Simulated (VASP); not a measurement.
The system is BaNd.

```
Ba Nd
1.0
     0.00000    3.28223    3.28223
     3.28223    0.00000    3.28223
     3.28223    3.28223    0.00000
Ba Nd
1 1
Direct
  0.50000 0.50000 0.50000
  0.00000 0.00000 0.00000
```

The cell was generated, and may not be a known phase.

```yaml
Program: VASP 6.6.1
Task: relaxation of cell and atoms
Functional: PBE
Potentials_or_basis: VASP PAW PBE potentials, release 64 (Ba_sv, Nd_3), 4f in core
Cutoff: 500 eV
k_mesh: 4 × 4 × 4
Occupations: gaussian, width 0.1 eV
Spin: no spin polarisation
```

At the start: pressure 7.1 GPa; volume 35.36 Å³/atom.

Q: How do energy, volume and symmetry change on relaxing?

A: Over 4 steps the energy falls by 197.1 meV/atom and the volume is 47.20 Å³/atom (+33.5 %); space group Fm-3m (No. 225, to 0.1 Å) before and after.

The path:
```tsv
step	energy change (eV)	largest force (eV/Å)	pressure (GPa)	volume (Å³)
1	0.0000	0.0000	7.05	70.72
2	-0.3730	0.0000	1.08	87.88
3	-0.3921	0.0000	0.33	92.28
4	-0.3942	0.0000	0.00	94.41
```

Final structure:
```xyz
2
Lattice="0.0000 3.6140 3.6140 3.6140 0.0000 3.6140 3.6140 3.6140 0.0000" Properties=species:S:1:pos:R:3 pbc="T T T"
Ba    3.6140    3.6140    3.6140
Nd    3.6140    0.0000    3.6140
```

Caveat: the k points lie up to 0.38 Å⁻¹ apart in the final cell; the volume moved by over 15 % at a fixed basis, so the end points are rough; the highest band is partly filled, so the run has too few bands.
